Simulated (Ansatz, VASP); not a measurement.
**One calculation of BAs, two programs**

Contents of INCAR:

```
SYSTEM = BAs
PREC = Accurate
ENCUT = 520
EDIFF = 1E-7
ISMEAR = -1
SIGMA = 0.03
LREAL = .FALSE.
LASPH = .TRUE.
NELM = 60
ALGO = Normal
ISIF = 2
LWAVE = .FALSE.
LCHARG = .TRUE.
GGA = PE
LELF = .TRUE.
LVHAR = .TRUE.
NBANDS = 11
```

File KPOINTS:

```
Automatic mesh
0
G
  15 15 15
  0 0 0
```

The input POSCAR:

```
BAs
1.0
    0.0000000000      2.3407300000      2.3885000000
    2.3407300000      0.0000000000      2.3885000000
    2.3407300000      2.3407300000      0.0000000000
B As
1 1
Direct
    0.0000000000      0.0000000000      0.0000000000
    0.7500000000      0.7500000000      0.7500000000
```

Input for Ansatz:

```yaml
crystal:
  lattice:
    - [0.0, 2.34073, 2.3885]
    - [2.34073, 0.0, 2.3885]
    - [2.34073, 2.34073, 0.0]
  atoms:
    - { symbol: B, position: [0.0, 0.0, 0.0] }
    - { symbol: As, position: [0.75, 0.75, 0.75] }
kpoints:
  mp_grid: { grid: [15, 15, 15] }
  band_path:
    path:
      - [0.0, 0.0, 0.0]
      - [0.5, 0.0, 0.5]
      - [0.75, 0.25, 0.5]
      - [0.5, 0.5, 0.5]
      - [0.0, 0.0, 0.0]
      - [0.5, 0.5, 0.0]
      - [0.62995, 0.62995, 0.2599]
      - [0.37005, 0.37005, 0.7401]
      - [0.0, 0.0, 0.0]
    npoints: 5
scf:
  occupations: { method: fermi_dirac, width: 0.03 }
hamiltonian:
  xc: pbe
  pseudopotentials: { kind: all_electron, lapw: { basis_error: 0.00025 } }
output:
  forces: true
  stress: true
  eigenvalues: true
```

Change from the starting cell: equal xx and yy strain of -2 %.

Alike in both runs: task single point; functional PBE; k mesh 15 × 15 × 15; occupations fermi-dirac, width 0.03 eV; no spin polarisation.

|  | VASP | Ansatz |
| --- | --- | --- |
| version | VASP 6.6.1 | Ansatz 0.2.0 |
| potentials or method | VASP PAW PBE potentials, release 64 (B, As), cutoff 520 eV | all-electron LAPW, scalar-relativistic |

Ansatz gave:

* pressure (GPa): 9.0
* traceless stress, the component that is largest in VASP (GPa): -2.98

Q: Which values does VASP return?

A: Pressure (GPa): 9.8; traceless stress, the component that is largest in VASP (GPa): -2.96.

Ansatz ran all-electron here, and VASP with PAW potentials.
